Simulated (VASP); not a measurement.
Zn, 3 atoms in the cell. Symmetry: C2/m, No. 12, monoclinic system. The conventional cell has a = 4.581 Å, b = 2.643 Å, c = 7.546 Å, α = 90.00°, β = 102.30°, γ = 90.00°. Within 3.5 Å of Zn (site symmetry m) lie 12 Zn at 2.64 to 2.92 Å. Within 3.5 Å of Zn (site symmetry 2/m) lie 12 Zn at 2.64 to 2.92 Å. 

```yaml
Program: VASP 6.6.1
Task: single point
Functional: r2SCAN
Potentials_or_basis: VASP PAW PBE potentials, release 64 (Zn)
Cutoff: 520 eV
k_mesh: 18 × 18 × 6
Occupations: fermi-dirac, width 0.05 eV
Spin: no spin polarisation
Dipole_correction: no
Further_INCAR_settings: ALGO = Normal; EDIFF = 1e-06; NBANDS = 25
```

Potentials or basis: VASP PAW PBE potentials, release 64 (Zn).

The run is started by

```bash
$ cat potpaw_PBE.64/Zn/POTCAR > POTCAR
$ cp INCAR.step1 INCAR
$ mpirun -np 1 vasp_std > vasp.out
$ cp INCAR.step2 INCAR
$ mpirun -np 1 vasp_std > vasp.out
```

Hardware: 1 thread of Oxide Virtual Turin-like Processor, on a shared host.

Problem. Estimate the wall time of this run.

Solution. It took 35 min on 1 thread of Oxide Virtual Turin-like Processor, with other jobs on the host, peak memory 0.48 GiB. Counts: k points 524.
